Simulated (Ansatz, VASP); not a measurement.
## Two plane-wave programs on NaAs2O5

```xyz
8
Lattice="6.2996 0.0000 0.0000 -3.1498 5.4556 0.0000 0.0000 0.0000 3.7185" Properties=species:S:1:pos:R:3 pbc="T T T"
Na    0.0000    0.0000    0.0000
As    0.0000    3.6371    1.8593
As    3.1498    1.8185    1.8593
O     0.0000    3.6371    0.0000
O    -1.5749    2.7278    1.8593
O     1.5749    2.7278    1.8593
O     3.1498    0.0000    1.8593
O     3.1498    1.8185    0.0000
```

Alike in both runs: functional PBE; k mesh 3 × 3 × 6; occupations gaussian, width 0.1 eV; no spin polarisation.

Ansatz relaxed the structure, and its values are those at the end. VASP's run is a single point on that final structure, the one shown.

```csv
,VASP,Ansatz
version,VASP 6.6.1,Ansatz 0.2.0
potentials or method,"VASP PAW PBE potentials, release 64 (Na_pv, As, O), cutoff 600 eV","scalar-relativistic, plane waves, PAW"
valence electrons in the cell,47,69
```

|  | VASP | Ansatz | Ansatz less VASP |
| --- | --- | --- | --- |
| gap on the k mesh at the Fermi level (eV) | none | none | - |
| pressure (GPa) | 0.6 | 0.1 | -0.48 |

A gap of «none» marks a metal or a gap that the smearing closes. The functional is the same, so the differences come from potentials, cutoffs and numerics. VASP's potentials hold 47 valence electrons a cell and Ansatz's 69, so a difference there can come from the potentials and not from the codes.

The k mesh is coarse, so the values compare programs but aren't converged.
